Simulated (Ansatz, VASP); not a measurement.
## Two plane-wave programs on Cu

The input INCAR:

```
SYSTEM = Cu
PREC = Accurate
ENCUT = 520
EDIFF = 1E-6
ISMEAR = -1
SIGMA = 0.08
LREAL = .False.
LASPH = .True.
NELM = 60
ALGO = Normal
ISIF = 2
LWAVE = .False.
LCHARG = .True.
LELF = .True.
LVHAR = .True.
NBANDS = 30
```

KPOINTS

```
Automatic mesh
0
Gamma
  15 15 1
  0 0 0
```

Contents of POSCAR:

```
Cu
1.0
    2.4874897871      0.0000000000      0.0000000000
    0.0000000000      2.4874897871      0.0000000000
    0.0000000000      0.0000000000     21.2768000000
Cu
4
Direct
    0.2500000000      0.2500000000      0.3779490877
    0.7500000000      0.7500000000      0.4582979167
    0.2500000000      0.2500000000      0.5417020740
    0.7500000000      0.7500000000      0.6220509211
```

Input for Ansatz:

```yaml
crystal:
  lattice:
    - [2.4874897871, 0.0, 0.0]
    - [0.0, 2.4874897871, 0.0]
    - [0.0, 0.0, 21.2768]
  atoms:
    - { symbol: Cu, position: [0.25, 0.25, 0.3779490877] }
    - { symbol: Cu, position: [0.75, 0.75, 0.4582979167] }
    - { symbol: Cu, position: [0.25, 0.25, 0.541702074] }
    - { symbol: Cu, position: [0.75, 0.75, 0.6220509211] }
kpoints:
  mp_grid: { grid: [15, 15, 1] }
scf:
  occupations: { method: fermi_dirac, width: 0.08 }
hamiltonian:
  xc: lda
  pseudopotentials: { kind: paw }
output:
  forces: true
  stress: true
  eigenvalues: true
  core_levels:
    shells: { Cu: ["2p"] }
    counted_from: fermi_level
    add_spin: false
```

Alike in both runs: task single point; functional LDA; k mesh 15 × 15 × 1; occupations fermi-dirac, width 0.08 eV; no spin polarisation.

```csv
,VASP,Ansatz
version,VASP 6.6.1,Ansatz 0.2.0
potentials or method,"VASP PAW LDA potentials, release 64 (Cu)","PAW with Ansatz's default frozen-core files, scalar-relativistic"
plane-wave cutoff (eV),520,420
valence electrons in the cell,44,76
```

VASP gave:

* rms of the force components (eV/Å): 0.016

Q: What did Ansatz give for the same quantities?

A: rms of the force components (eV/Å): 0.000.

LDA's correlation is that of Perdew and Zunger in VASP and of Perdew and Wang (1992) in Ansatz. Atom by atom the forces differ by 0.017 eV/Å (rms over components). VASP's potentials hold 44 valence electrons a cell and Ansatz's 76, so a difference there can come from the potentials and not from the codes.
